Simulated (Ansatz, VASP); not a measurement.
**Si: VASP beside Ansatz**

```xyz
2
Lattice="0.0000 2.7221 2.7221 2.7221 0.0000 2.7221 2.7221 2.7221 0.0000" Properties=species:S:1:pos:R:3 pbc="T T T"
Si    0.0000    0.0000    0.0000
Si    1.3611    1.3611    1.3611
```

Alike in both runs: task single point; functional r2SCAN; k mesh 8 × 8 × 8; occupations gaussian, width 0.02 eV; no spin polarisation.

|  | VASP | Ansatz |
| --- | --- | --- |
| version | VASP 6.6.1 | Ansatz 0.2.0 |
| potentials or method | VASP PAW PBE potentials, release 64 (Si), cutoff 550 eV | scalar-relativistic, plane waves, PAW |
| valence electrons in the cell | 8 | 8 |

```csv
,VASP,Ansatz,Ansatz less VASP
gap on the k mesh at the Fermi level (eV),0.83,0.81,-0.015
least direct gap on the mesh (eV),2.75,2.74,-0.016
pressure (GPa),-0.2,0.0,+0.24
```

VASP's potentials were made for PBE, not for r2SCAN.
